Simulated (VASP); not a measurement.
# Lu (P6_3/mmc) in VASP: notebook, part 2 of 2

VASP 6.6.1. Earlier steps stand in the parts before.

## (3) Single point, PBE (28.91 Å³/atom)

This run uses another cell than the first one, of 28.91 Å³/atom.

Input file INCAR:

```
PREC     = Accurate       # precision mode
ENCUT    = 520            # plane-wave cutoff, eV
EDIFF    = 1E-7           # SCF threshold, eV
ISMEAR   = -1             # smearing method
SIGMA    = 0.05           # smearing width, eV
LREAL    = False          # projectors in reciprocal space
LASPH    = True           # aspherical terms in the spheres
NELM     = 60             # most SCF steps
ALGO     = Normal         # electronic algorithm
ISIF     = 2              # what is computed and relaxed
LWAVE    = False          # write WAVECAR
LCHARG   = False          # write CHGCAR
GGA      = PE             # functional
NBANDS   = 32             # bands
```

Input file KPOINTS:

```
regular mesh
0
Gamma
  9 9 5
```

Input file POSCAR:

```
Lu
1.0
    3.4795885533      0.0000000000      0.0000000000
   -1.7397942767      3.0134120819      0.0000000000
    0.0000000000      0.0000000000      5.5136445151
Lu
2
Direct
    0.6666666667      0.3333333333      0.7500000000
    0.3333333333      0.6666666667      0.2500000000
```

Potentials or basis: VASP PAW PBE potentials, release 64 (Lu).

The run is started by

```sh
cat potpaw_PBE.64/Lu/POTCAR > POTCAR
mpirun -np 1 vasp_std > vasp.out
```

OUTCAR:

```text
PREC = Accurate
   ENCUT = 520
   EDIFF = 1E-7
   ISMEAR = -1
   LREAL = False
   LASPH = True
   NELM = 60
   ISIF = 2
   GGA = PE

 ion  position               nearest neighbor table
   1  0.667  0.333  0.750-   2 3.41   2 3.41   2 3.41   2 3.41   2 3.41   2 3.41
   2  0.333  0.667  0.250-   1 3.41   1 3.41   1 3.41   1 3.41   1 3.41   1 3.41

  LATTYP: Found a hexagonal cell.
 ALAT       =     3.4795885533
 C/A-ratio  =     1.5845679541

  Lattice vectors:

 A1 = (   3.4795885533,   0.0000000000,   0.0000000000)
 A2 = (  -1.7397942767,   3.0134120819,   0.0000000000)
 A3 = (   0.0000000000,   0.0000000000,   5.5136445151)

Analysis of symmetry for initial positions (statically):
=====================================================================
 Subroutine PRICEL returns:
 Original cell was already a primitive cell.

 Routine SETGRP: Setting up the symmetry group for a
 hexagonal supercell.

 Subroutine GETGRP returns: Found 24 space group operations
 (whereof 12 operations were pure point group operations)
 out of a pool of 24 trial point group operations.

The static configuration has the point symmetry D_3d.
 The point group associated with its full space group is D_6h.

Analysis of symmetry for dynamics (positions and initial velocities):
=====================================================================
 Subroutine PRICEL returns:
 Original cell was already a primitive cell.

 Routine SETGRP: Setting up the symmetry group for a
 hexagonal supercell.

 Subroutine GETGRP returns: Found 24 space group operations
 (whereof 12 operations were pure point group operations)
 out of a pool of 24 trial point group operations.

The dynamic configuration has the point symmetry D_3d.
 The point group associated with its full space group is D_6h.

 Subroutine INISYM returns: Found 24 space group operations
 (whereof 12 operations are pure point group operations),
[... 109 lines left out ...]
   EMIN   =  10.00;   EMAX   =-10.00  energy-range for DOS
   EFERMI =   0.00;   METHOD = LEGACY
   ISMEAR =    -1;   SIGMA  =   0.05  broadening in eV -4-tet -1-fermi 0-gaus
   EFERMI_NEDOS =   21; number of points for ismear=-14 and -15
   IALGO  =     38    algorithm
   IMIX   =      4    mixing-type and parameters
     AMIX     =   0.40;   BMIX     =  1.00
     AMIX_MAG =   1.60;   BMIX_MAG =  1.00
  volume/ion in A,a.u.               =      28.91       195.07
  Fermi-wavevector in a.u.,A,eV,Ry     =   1.559755  2.947510 33.100747  2.432836
  Thomas-Fermi vector in A             =   2.663067
   LORBIT       =      0    0 simple, 1 ext, 2 COOP (PROOUT), +10 PAW based schemes
   GGA     = PE    functional components
   LHFCALC =     F    Hartree Fock is set to
   AEXX    =    0.0000 exact exchange contribution
   IVDW    =     0    specifies the selected vdW correction
   LEPSILON=     F    determine dielectric tensor
   LRPA    =     F    only Hartree local field effects (RPA)
 non-spin polarized calculation
  energy-cutoff  :      520.00
  volume of cell :       57.81
 maximum number of plane-waves:      1581
 NGX is ok and might be reduce to    28
   NGX = 13   NGY = 13   NGZ = 21

 number of electron      49.9999995 magnetization

 Free energy of the ion-electron system (eV)
  ---------------------------------------------------
  ext. energy  EPLUGINS =         0.00000000
  ---------------------------------------------------
  free energy    TOTEN  =        -9.05248830 eV

  energy without entropy =       -9.02225821  energy(sigma->0) =       -9.03737325

 E-fermi :   2.2578     XC(G=0): -10.7003

 val. band max:        2.2492287166   @ k =   0.3333   0.1111   0.2000
 cond. band min:       2.2686073102   @ k =   0.3333  -0.0000   0.4000
 fundamental gap:      0.0193785936
 Fermi energy:         2.2578328080

 k-point     1 :       0.0000    0.0000    0.0000
  band No.  band energies     occupation
      1     -53.9230      2.00000
      2     -53.8882      2.00000
      3     -24.8681      2.00000
      4     -24.4293      2.00000
      5     -24.4293      2.00000
      6     -24.3487      2.00000
[... 829 lines left out ...]
     31       7.7692      0.00000
     32       7.7768      0.00000

 [... further k-points ...]

------------------------ aborting loop because EDIFF is reached ----------------------------------------

  FORCE on cell =-STRESS in cart. coord.  units (eV):
  Direction    XX          YY          ZZ          XY          YZ          ZX
  --------------------------------------------------------------------------------------
  -------------------------------------------------------------------------------------
  Total        0.3252502      0.3252502     -0.0575401     -0.0000000      0.0000000     -0.0000000
  in kB        9.0136978      9.0136978     -1.5946145     -0.0000000      0.0000000     -0.0000000
  external PRESSURE =       5.4775937 kB  Pullay stress =       0.0000000 kB

 VOLUME and BASIS-vectors are now :
 -----------------------------------------------------------------------------
  energy-cutoff  :      520.00
  volume of cell :       57.81
      direct lattice vectors                 reciprocal lattice vectors
     3.479588553  0.000000000  0.000000000     0.287390301  0.165924867  0.000000000
    -1.739794277  3.013412082  0.000000000     0.000000000  0.331849735  0.000000000
     0.000000000  0.000000000  5.513644515     0.000000000  0.000000000  0.181368240

 POSITION                                       TOTAL-FORCE (eV/Angst)
 -----------------------------------------------------------------------------------
      1.73979      1.00447      4.13523         0.000000     -0.000000      0.000000
     -0.00000      2.00894      1.37841        -0.000000      0.000000      0.000000
 -----------------------------------------------------------------------------------
    total drift:                               -0.000000      0.000000     -0.000000

  FREE ENERGIE OF THE ION-ELECTRON SYSTEM (eV)
  ---------------------------------------------------
  free  energy   TOTEN  =        -9.0524882978 eV

  energy  without entropy=       -9.0222582099  energy(sigma->0) =       -9.03737325
```

It took 77 s on 1 thread of Intel Xeon Platinum 8259CL at 2.50GHz (Skylake/Cascade Lake), shared host; peak memory 0.21 GiB.

Results:

```yaml
Free_energy: -9.0525 eV
Pressure: 0.5 GPa
Band_gap_on_the_k_mesh: zero (bands 25 and 26 overlap by 1.46 eV)
```

Stress tensor (GPa, compression positive):
```
 0.90  0.00  0.00
 0.00  0.90  0.00
 0.00  0.00 -0.16
```

Levels at points of the mesh, in eV from the Fermi level:
| k point | band 21 | band 22 | band 23 | band 24 | band 25 | band 26 | band 27 | band 28 | band 29 | band 30 |
| --- | --- | --- | --- | --- | --- | --- | --- | --- | --- | --- |
| (0.00, 0.00, 0.00) | -4.87 | -4.85 | -4.85 | -2.45 | 0.58 | 2.22 | 2.22 | 2.50 | 2.93 | 2.93 |

Caveat: spin-orbit coupling is left out, which moves the levels of the heavy elements.
